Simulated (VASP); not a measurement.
Crystal: GaP.

```
Ga P
1.0
     0.00000    2.73500    2.73500
     2.73500    0.00000    2.73500
     2.73500    2.73500    0.00000
Ga P
1 1
Direct
  0.00000 0.00000 0.00000
  0.25000 0.25000 0.25000
```

| Property | Result |
| --- | --- |
| Program | VASP 6.6.1 |
| Task | relaxation of cell and atoms |
| Functional | LDA |
| Potentials or basis | VASP PAW LDA potentials, release 64 (Ga_d, P) |
| Cutoff | 500 eV |
| k mesh | 7 × 7 × 7 |
| Occupations | methfessel-paxton, width 0.01 eV |
| Spin | no spin polarisation |

At the start: pressure -3.5 GPa; volume 20.46 Å³/atom.

Task: Where does the relaxation end?

Result: Over 3 steps the energy falls by 9.5 meV/atom and the volume is 19.61 Å³/atom (-4.1 %); space group F-43m (No. 216, to 0.1 Å) before and after.

The path:
```
step  energy change (eV)  largest force (eV/Å)  pressure (GPa)  volume (Å³)
   1              0.0000                0.0000           -3.46        40.92
   2             -0.0133                0.0000            2.12        38.36
   3             -0.0190                0.0000           -0.02        39.23
```

Final structure:
```cif
data_structure
_symmetry_space_group_name_H-M 'P 1'
_symmetry_Int_Tables_number 1
_cell_length_a 3.8139
_cell_length_b 3.8139
_cell_length_c 3.8139
_cell_angle_alpha 60.000
_cell_angle_beta 60.000
_cell_angle_gamma 60.000
_cell_volume 39.23
loop_
_atom_site_label
_atom_site_type_symbol
_atom_site_fract_x
_atom_site_fract_y
_atom_site_fract_z
_atom_site_occupancy
Ga1 Ga 0.00000 0.00000 0.00000 1
P1 P 0.25000 0.25000 0.25000 1
```

Caveat: an odd mesh through Γ misses points on the zone boundary, where band edges can lie.
